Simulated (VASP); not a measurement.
# ZrH4 (Pmmm) in VASP: a series of runs

Runs on ZrH4. Level: PBE. Tasks: relaxation of cell and atoms, single point.

Program: VASP 6.6.1. These are calculated values, not measurements. Logs are shortened: lines on timing, memory, paths and dates and some standing lists are left out, and cuts for length are marked.

### Step 1. The cell of the first run

The structure is orthorhombic, space group Pmmm (No. 47). The conventional cell has a = 3.099 Å, b = 3.347 Å, c = 5.367 Å, α = 90.00°, β = 90.00°, γ = 90.00°. Zr (site symmetry mmm) has 12 H at 2.45 Å and 2 Zr at 3.10 Å within 3.2 Å. Within 2.4 Å of H (site symmetry mm2) lie 3 H at 1.79 Å. H (site symmetry mm2) has 3 H at 1.79 Å within 2.4 Å.

### Step 2. Relaxation of cell and atoms, PBE

Input file INCAR:

```
  ALGO = Normal
  EDIFF = 1E-6
  EDIFFG = -0.04
  ENCUT = 600
  GGA = PE
  IBRION = 2
  ISIF = 3
  ISMEAR = 0
  LASPH = T
  LCHARG = F
  LREAL = F
  LWAVE = F
  NELM = 100
  NSW = 90
  PREC = Accurate
  SIGMA = 0.1
```

Input file KPOINTS:

```
k-points
0
Gamma
  6 6 4
```

Input file POSCAR:

```
ZrH4
1.0
    3.0987341800      0.0000000000      0.0000000000
    0.0000000000      3.3466329100      0.0000000000
    0.0000000000      0.0000000000      5.3671650300
Zr H
1 4
Direct
    0.0000000000      0.0000000000      0.0000000000
    0.0000000000      0.5000000000      0.6666666700
    0.5000000000      0.5000000000      0.1666666700
    0.5000000000      0.5000000000      0.8333333300
    0.0000000000      0.5000000000      0.3333333300
```

Potentials or basis: VASP PAW PBE potentials, release 64 (Zr_sv, H).

The run is started by

```
> cat potpaw_PBE.64/Zr_sv/POTCAR potpaw_PBE.64/H/POTCAR > POTCAR
> mpirun -np 1 vasp_std > vasp.out
```

OUTCAR:

```text
EDIFF = 1E-6
   EDIFFG = -0.04
   ENCUT = 600
   GGA = PE
   IBRION = 2
   ISIF = 3
   ISMEAR = 0
   LASPH = T
   LREAL = F
   NELM = 100
   NSW = 90
   PREC = Accurate

 ion  position               nearest neighbor table
   1  0.000  0.000  0.000-
   2  0.000  0.500  0.667-
   3  0.500  0.500  0.167-
   4  0.500  0.500  0.833-
   5  0.000  0.500  0.333-

  LATTYP: Found a simple orthorhombic cell.
 ALAT       =     3.0987341800
 B/A-ratio  =     1.0799999986
 C/A-ratio  =     1.7320508047

  Lattice vectors:

 A1 = (   3.0987341800,   0.0000000000,   0.0000000000)
 A2 = (   0.0000000000,   3.3466329100,   0.0000000000)
 A3 = (   0.0000000000,   0.0000000000,   5.3671650300)

Analysis of symmetry for initial positions (statically):
=====================================================================
 Subroutine PRICEL returns:
 Original cell was already a primitive cell.

 Routine SETGRP: Setting up the symmetry group for a
 simple orthorhombic supercell.

 Subroutine GETGRP returns: Found  8 space group operations
 (whereof  8 operations were pure point group operations)
 out of a pool of  8 trial point group operations.

The static configuration has the point symmetry D_2h.

Analysis of symmetry for dynamics (positions and initial velocities):
=====================================================================
 Subroutine PRICEL returns:
 Original cell was already a primitive cell.

 Routine SETGRP: Setting up the symmetry group for a
 simple orthorhombic supercell.

 Subroutine GETGRP returns: Found  8 space group operations
 (whereof  8 operations were pure point group operations)
 out of a pool of  8 trial point group operations.

The dynamic configuration has the point symmetry D_2h.

 Subroutine INISYM returns: Found  8 space group operations
 (whereof  8 operations are pure point group operations),
 and found     1 'primitive' translations

----------------------------------------------------------------------------------------

                                     Primitive cell

  volume of cell :      55.6592

  direct lattice vectors                    reciprocal lattice vectors
     3.098734180  0.000000000  0.000000000     0.322712418  0.000000000  0.000000000
     0.000000000  3.346632910  0.000000000     0.000000000  0.298807795  0.000000000
     0.000000000  0.000000000  5.367165030     0.000000000  0.000000000  0.186318102

  length of vectors
     3.098734180  3.346632910  5.367165030     0.322712418  0.298807795  0.186318102

  position of ions in fractional coordinates (direct lattice)
     0.000000000  0.000000000  0.000000000
     0.000000000  0.500000000  0.666666670
     0.500000000  0.500000000  0.166666670
     0.500000000  0.500000000  0.833333330
     0.000000000  0.500000000  0.333333330

  ion indices of the primitive-cell ions
   primitive index   ion index
                 1           1
                 2           2
                 3           3
                 4           4
                 5           5

----------------------------------------------------------------------------------------

 KPOINTS: k-points

Automatic generation of k-mesh.
 Grid dimensions read from file:
 generate k-points for:    6    6    4

 Generating k-lattice:

  Cartesian coordinates                     Fractional coordinates (reciprocal lattice)
     0.053785403  0.000000000  0.000000000     0.166666667  0.000000000  0.000000000
     0.000000000  0.049801299  0.000000000     0.000000000  0.166666667  0.000000000
     0.000000000  0.000000000  0.046579525     0.000000000  0.000000000  0.250000000

  Length of vectors
     0.053785403  0.049801299  0.046579525

  Shift w.r.t. Gamma in fractional coordinates (k-lattice)
     0.000000000  0.000000000  0.000000000

 Subroutine IBZKPT returns following result:
 ===========================================

 Found     48 irreducible k-points:

 Following reciprocal coordinates:
            Coordinates               Weight
  0.000000  0.000000  0.000000      1.000000
  0.166667  0.000000  0.000000      2.000000
[... 40 lines left out ...]
  Fermi-wavevector in a.u.,A,eV,Ry     =   1.080444  2.041744 15.882895  1.167360
  Thomas-Fermi vector in A             =   2.216435
   LORBIT       =      0    0 simple, 1 ext, 2 COOP (PROOUT), +10 PAW based schemes
   GGA     = PE    functional components
   LHFCALC =     F    Hartree Fock is set to
   AEXX    =    0.0000 exact exchange contribution
   IVDW    =     0    specifies the selected vdW correction
   LEPSILON=     F    determine dielectric tensor
   LRPA    =     F    only Hartree local field effects (RPA)
 conjugate gradient relaxation of ions
 non-spin polarized calculation
 Gauss-broadening in eV      SIGMA  =   0.10
  energy-cutoff  :      600.00
  volume of cell :       55.66
 maximum number of plane-waves:      1896
 NGX is ok and might be reduce to    28
   NGX = 13   NGY = 13   NGZ = 21

--------------------------------------- Ionic step        1  -------------------------------------------

 number of electron      15.9999999 magnetization

 Free energy of the ion-electron system (eV)
  ---------------------------------------------------
  ext. energy  EPLUGINS =         0.00000000
  ---------------------------------------------------
  free energy    TOTEN  =       -19.63971766 eV

  energy without entropy =      -19.63118978  energy(sigma->0) =      -19.63545372

 E-fermi :   2.8933     XC(G=0):  -8.7222

 val. band max:        2.8597298217   @ k =   0.3333   0.5000   0.5000
 cond. band min:       2.9220646598   @ k =   0.0000   0.5000   0.2500
 fundamental gap:      0.0623348381
 Fermi energy:         2.8932548187

 k-point     1 :       0.0000    0.0000    0.0000
  band No.  band energies     occupation
      1     -46.8112      2.00000
      2     -24.9220      2.00000
      3     -24.5740      2.00000
      4     -24.3651      2.00000
      5      -5.6143      2.00000
      6      -1.4331      2.00000
      7      -0.4086      2.00000
      8       1.5466      2.00000
      9       4.6243      0.00000
     10       5.4617      0.00000
     11       6.1007      0.00000
     12       6.3597      0.00000
[... 455 lines left out ...]
  FREE ENERGIE OF THE ION-ELECTRON SYSTEM (eV)
  ---------------------------------------------------
  free  energy   TOTEN  =       -20.8117784745 eV

  energy  without entropy=      -20.8062904514  energy(sigma->0) =      -20.80903446

[... ionic steps 4 to 20 ...]

--------------------------------------- Ionic step       21  -------------------------------------------

 number of electron      16.0000000 magnetization

------------------------ aborting loop because EDIFF is reached ----------------------------------------

  FORCE on cell =-STRESS in cart. coord.  units (eV):
  Direction    XX          YY          ZZ          XY          YZ          ZX
  --------------------------------------------------------------------------------------
  -------------------------------------------------------------------------------------
  Total        0.2793676      0.3923303      0.1125656      0.0000000      0.0000000      0.0000000
  in kB        9.6416866     13.5403194      3.8849272      0.0000000      0.0000000      0.0000000
  external PRESSURE =       9.0223111 kB  Pullay stress =       0.0000000 kB
[... 63 lines left out ...]
  energy  without entropy=      -20.9379879603  energy(sigma->0) =      -20.94385531

--------------------------------------- Ionic step       23  -------------------------------------------

 number of electron      16.0000000 magnetization

 Free energy of the ion-electron system (eV)
  ---------------------------------------------------
  ext. energy  EPLUGINS =         0.00000000
  ---------------------------------------------------
  free energy    TOTEN  =       -20.95132837 eV

  energy without entropy =      -20.93942384  energy(sigma->0) =      -20.94537611

 E-fermi :   3.8270     XC(G=0):  -9.0259

 val. band max:        3.8144893041   @ k =   0.1667   0.0000   0.5000
 cond. band min:       3.8388082457   @ k =   0.0000   0.3333   0.0000
 fundamental gap:      0.0243189416
 Fermi energy:         3.8269821536

 k-point     1 :       0.0000    0.0000    0.0000
  band No.  band energies     occupation
      1     -45.1730      2.00000
      2     -23.3740      2.00000
      3     -22.8077      2.00000
      4     -22.3985      2.00000
      5      -5.5311      2.00000
      6      -1.9968      2.00000
      7       0.2919      2.00000
      8       2.0029      2.00000
      9       6.4941      0.00000
     10       7.1949      0.00000
     11       7.9157      0.00000
     12       8.9612      0.00000
[... 377 lines left out ...]
  FREE ENERGIE OF THE ION-ELECTRON SYSTEM (eV)
  ---------------------------------------------------
  free  energy   TOTEN  =       -20.9513283722 eV

  energy  without entropy=      -20.9394238449  energy(sigma->0) =      -20.94537611

 reached required accuracy - stopping structural energy minimisation
```

Wall time 5.1 min (1 thread of AMD EPYC 9R45 (Zen 5), shared host); peak memory 0.2 GiB.

What came out:

```yaml
Free_energy: -20.9513 eV
Relaxed_volume: 9.46 Å³/atom
Relaxed_cell: a = 3.025 Å, b = 2.825 Å, c = 5.534 Å, α = 90.00°, β = 90.00°, γ = 90.00°
Space_group_after_relaxing_to_0.05_Å: Pmmm (No. 47)
Energy_gained_by_relaxing: 262.3 meV/atom
Ionic_steps: 23
Pressure_after_relaxing: 0.3 GPa
Largest_force_after_relaxing: 0.039 eV/Å
Band_gap_on_the_k_mesh: zero (band 8 reaches 4.89 eV, above the bottom of band 9 at 2.64 eV)
```

Forces on the atoms (eV/Å):
```
Zr   0.000  0.000  0.000
H    0.000  0.000  0.039
H    0.000  0.000 -0.009
H    0.000  0.000  0.009
H    0.000  0.000 -0.039
```

Stress tensor (GPa, compression positive):
```
 0.57  0.00  0.00
 0.00  0.40  0.00
 0.00  0.00 -0.13
```

Step by step:
```
step  energy change (eV)  largest force (eV/Å)  pressure (GPa)  volume (Å³)
   1              0.0000                0.9555          -16.02        55.66
   2             -0.9764                0.8104           -7.98        47.10
   3             -1.1721                0.5435           -0.21        43.19
   4             -1.1780                0.4566            2.14        42.30
   5             -1.1781                0.4819            1.47        42.54
   6             -1.2251                0.3371            1.27        42.86
   7             -1.2471                0.1342            1.28        43.24
   8             -1.2587                0.1456           -0.05        43.90
   9             -1.2646                0.2117           -1.91        44.91
  10             -1.2712                0.1871           -1.79        44.96
  11             -1.2853                0.1121           -1.31        45.13
  12             -1.2864                0.1215           -0.16        45.43
  13             -1.2908                0.0673           -0.77        45.28
  14             -1.2964                0.0396            0.16        45.01
  15             -1.2980                0.0478            0.90        44.79
  16             -1.3011                0.0179            0.59        45.04
  17             -1.3040                0.0654            0.00        45.60
  18             -1.3049                0.0602            0.08        45.67
  19             -1.3069                0.0447            0.37        45.89
  20             -1.3084                0.0139            0.99        46.33
  21             -1.3089                0.0164            0.90        46.42
  22             -1.3100                0.0241            0.69        46.71
  23             -1.3116                0.0393            0.28        47.30
```

Final structure:
```cif
data_structure
_symmetry_space_group_name_H-M 'P 1'
_symmetry_Int_Tables_number 1
_cell_length_a 3.0253
_cell_length_b 2.8249
_cell_length_c 5.5342
_cell_angle_alpha 90.000
_cell_angle_beta 90.000
_cell_angle_gamma 90.000
_cell_volume 47.30
loop_
_atom_site_label
_atom_site_type_symbol
_atom_site_fract_x
_atom_site_fract_y
_atom_site_fract_z
_atom_site_occupancy
Zr1 Zr 0.00000 0.00000 0.00000 1
H1 H 0.00000 0.50000 0.72640 1
H2 H 0.50000 0.50000 0.17804 1
H3 H 0.50000 0.50000 0.82196 1
H4 H 0.00000 0.50000 0.27360 1
```

Caveat: the volume moved by over 15 % at a fixed basis, so the end points are rough.

### Step 3. Single point, PBE, collinear spin, ferromagnetic start

This run uses another cell than the first one, of 9.83 Å³/atom, 0.883 times its volume.

Input file INCAR:

```
PREC     = Accurate       # precision mode
ENCUT    = 520            # plane-wave cutoff, eV
EDIFF    = 1E-7           # SCF threshold, eV
ISMEAR   = 0              # smearing method
SIGMA    = 0.1            # smearing width, eV
LREAL    = False          # projectors in reciprocal space
LASPH    = True           # aspherical terms in the spheres
NELM     = 150            # most SCF steps
ALGO     = Normal         # electronic algorithm
ISIF     = 2              # what is computed and relaxed
LWAVE    = False          # write WAVECAR
LCHARG   = False          # write CHGCAR
ISPIN    = 2              # spin polarisation
MAGMOM   = 1 0 0 0 0      # initial moments
LORBIT   = 11             # projections on sites
LMAXMIX  = 4              # l up to which the mixer works
GGA      = PE             # functional
NBANDS   = 20             # bands
```

Input file KPOINTS:

```
regular mesh
0
Gamma
  6 6 4
```

Input file POSCAR:

```
ZrH4
1.0
    2.8385783007      0.0000000000      0.0000000000
    0.0000000000      3.0330548848      0.0000000000
    0.0000000000      0.0000000000      5.7090691257
Zr H
1 4
Direct
    0.0000000000      0.0000000000      0.0000000000
    0.5000000000      0.0000000000      0.7372982727
    0.5000000000      0.5000000000      0.1707104044
    0.5000000000      0.5000000000      0.8292895956
    0.5000000000      0.0000000000      0.2627017273
```

Potentials or basis: VASP PAW PBE potentials, release 64 (Zr_sv, H).

The run is started by

```
> cat potpaw_PBE.64/Zr_sv/POTCAR potpaw_PBE.64/H/POTCAR > POTCAR
> mpirun -np 1 vasp_std > vasp.out
```

Run time: 71 s. Hardware: 1 thread of AMD EPYC 9R45 (Zen 5), shared host; peak memory 0.19 GiB.

The run converged. Its results:

* Free energy: -20.9526 eV
* Pressure: -0.1 GPa
* Largest force: 0.006 eV/Å
* Band gap on the k mesh: zero (filled and empty bands overlap)
* Net moment: 0.00 μB per cell
* Valence electrons inside the program's atomic spheres: Zr 9.93; H 0.52, 0.47

Forces in eV/Å, atoms in the order of the input:
```
Zr   0.000  0.000  0.000
H    0.000  0.000 -0.006
H    0.000  0.000  0.005
H    0.000  0.000 -0.005
H    0.000  0.000  0.006
```

Stress tensor (GPa, compression positive):
```
-0.10  0.00  0.00
 0.00 -0.14  0.00
 0.00  0.00  0.04
```

Levels at points of the mesh, in eV from the Fermi level:
Spin up:
```tsv
k point	band 6	band 7	band 8	band 9	band 10	band 11
(0.00, 0.00, 0.00)	-5.88	-3.47	-1.77	2.64	3.29	3.98
(0.50, 0.00, 0.00)	-6.39	-1.63	0.70	1.06	1.20	3.63
(0.00, 0.50, 0.00)	-5.32	-4.90	-2.36	-0.79	2.46	3.80
(0.50, 0.50, 0.00)	-4.75	-2.25	-1.64	-0.03	1.99	4.84
(0.00, 0.00, 0.50)	-6.46	-3.13	-1.36	2.62	2.65	3.27
(0.50, 0.00, 0.50)	-6.17	-1.58	1.06	1.23	2.02	3.36
(0.00, 0.50, 0.50)	-5.13	-5.05	-3.15	-0.46	2.46	3.79
(0.50, 0.50, 0.50)	-4.97	-1.79	-1.75	-0.11	2.29	5.20
```
Spin down:
| k point | band 4 | band 5 | band 6 | band 7 | band 8 | band 9 | band 10 | band 11 | band 12 | band 13 |
| --- | --- | --- | --- | --- | --- | --- | --- | --- | --- | --- |
| (0.00, 0.00, 0.00) | -26.26 | -9.33 | -5.88 | -3.47 | -1.77 | 2.64 | 3.29 | 3.98 | 5.06 | 5.07 |
| (0.50, 0.00, 0.00) | -26.49 | -7.17 | -6.39 | -1.63 | 0.70 | 1.06 | 1.20 | 3.63 | 4.64 | 5.06 |
| (0.00, 0.50, 0.00) | -26.18 | -5.47 | -5.32 | -4.90 | -2.36 | -0.79 | 2.46 | 3.80 | 5.56 | 5.94 |
| (0.50, 0.50, 0.00) | -26.87 | -7.13 | -4.75 | -2.25 | -1.64 | -0.03 | 1.99 | 4.84 | 5.27 | 6.95 |
| (0.00, 0.00, 0.50) | -26.26 | -9.13 | -6.46 | -3.13 | -1.36 | 2.62 | 2.65 | 3.27 | 5.06 | 6.42 |
| (0.50, 0.00, 0.50) | -26.49 | -7.38 | -6.17 | -1.58 | 1.06 | 1.23 | 2.02 | 3.36 | 3.62 | 4.54 |
| (0.00, 0.50, 0.50) | -26.18 | -5.21 | -5.13 | -5.05 | -3.15 | -0.46 | 2.46 | 3.79 | 5.34 | 6.47 |
| (0.50, 0.50, 0.50) | -26.87 | -7.10 | -4.96 | -1.79 | -1.75 | -0.11 | 2.29 | 5.20 | 5.82 | 5.88 |

Caveat: the k points lie up to 0.37 Å⁻¹ apart.

### Step 4. Single point, PBE

This run uses another cell than the first one, of 10.27 Å³/atom, 0.923 times its volume.

Input file INCAR:

```
PREC     = Accurate       # precision mode
ENCUT    = 520            # plane-wave cutoff, eV
EDIFF    = 1E-7           # SCF threshold, eV
ISMEAR   = 0              # smearing method
SIGMA    = 0.1            # smearing width, eV
LREAL    = False          # projectors in reciprocal space
LASPH    = True           # aspherical terms in the spheres
NELM     = 100            # most SCF steps
ALGO     = Normal         # electronic algorithm
ISIF     = 2              # what is computed and relaxed
LWAVE    = False          # write WAVECAR
LCHARG   = False          # write CHGCAR
GGA      = PE             # functional
NBANDS   = 16             # bands
```

Input file KPOINTS:

```
Automatic mesh
0
Gamma
  14 12 8
```

Input file POSCAR:

```
ZrH4
1.0
    2.7642636885      0.0000000000      0.0000000000
    0.0000000000      3.0876003505      0.0000000000
    0.0000000000      0.0000000000      6.0183798268
Zr H
1 4
Direct
    0.0000000000      0.0000000000      0.0000000000
    0.5000000000      0.0000000000      0.7456436671
    0.5000000000      0.5000000000      0.1640163125
    0.5000000000      0.5000000000      0.8359836875
    0.5000000000      0.0000000000      0.2543563329
```

The run is started by

```
> cat potpaw_PBE.64/Zr_sv/POTCAR potpaw_PBE.64/H/POTCAR > POTCAR
> mpirun -np 1 vasp_std > vasp.out
```

Run time: 2.1 min. Hardware: 1 thread of AMD EPYC 9R45 (Zen 5), shared host; peak memory 0.31 GiB.

The run converged. Its results:

```
Free energy            : -21.0271 eV
Pressure               : -0.1 GPa
Largest force          : 0.004 eV/Å
Band gap on the k mesh : zero (band 8 reaches 3.88 eV, above the bottom of band 9 at 1.83 eV)
```

Forces in eV/Å, atoms in the order of the input:
```
Zr   0.000  0.000  0.000
H    0.000  0.000 -0.004
H    0.000  0.000  0.003
H    0.000  0.000 -0.003
H    0.000  0.000  0.004
```

Levels at points of the mesh, in eV from the Fermi level:
```tsv
k point	band 4	band 5	band 6	band 7	band 8	band 9	band 10	band 11	band 12	band 13
(0.00, 0.00, 0.00)	-26.05	-9.07	-5.76	-3.48	-1.75	2.48	3.52	3.79	4.89	5.26
(0.50, 0.00, 0.00)	-26.48	-6.96	-5.96	-1.41	0.72	1.07	1.32	3.64	4.41	5.12
(0.00, 0.50, 0.00)	-25.99	-5.26	-5.26	-4.94	-2.37	-0.91	2.99	4.22	5.66	5.81
(0.50, 0.50, 0.00)	-26.72	-6.99	-4.69	-1.85	-1.52	0.23	2.21	4.98	5.34	6.96
(0.00, 0.00, 0.50)	-26.05	-8.95	-6.15	-3.23	-1.48	2.46	2.47	3.78	5.26	6.33
(0.50, 0.00, 0.50)	-26.48	-7.08	-5.83	-1.38	0.72	1.41	1.87	3.63	3.87	4.37
(0.00, 0.50, 0.50)	-25.99	-5.19	-5.04	-5.02	-2.91	-0.70	2.99	4.22	5.57	6.19
(0.50, 0.50, 0.50)	-26.72	-6.98	-4.81	-1.61	-1.53	0.18	2.40	5.19	5.70	5.98
```

### Step 5. Summary

```tsv
task	spin	cell	k mesh	cutoff (eV)	gap on the mesh (eV)	pressure (GPa)	largest force (eV/Å)
relaxation of cell and atoms	off	relaxed from a = 3.099, b = 3.347, c = 5.367 Å, 5 atoms	6 × 6 × 4	600	none	0.3	0.04
single point	collinear, ferromagnetic start	a = 2.839, b = 3.033, c = 5.709 Å, 5 atoms	6 × 6 × 4	520	none	-0.1	0.01
single point	off	a = 2.764, b = 3.088, c = 6.018 Å, 5 atoms	14 × 12 × 8	520	none	-0.1	-
```

Alike in all rows: level PBE; potentials or basis VASP PAW PBE potentials, release 64 (Zr_sv, H); smearing gaussian 0.1 eV.

Caveats: some runs use coarse meshes; the volume moved by over 15 % at a fixed basis, so the end points are rough (some runs).

Absolute energies hang on the potentials; compare differences alone.
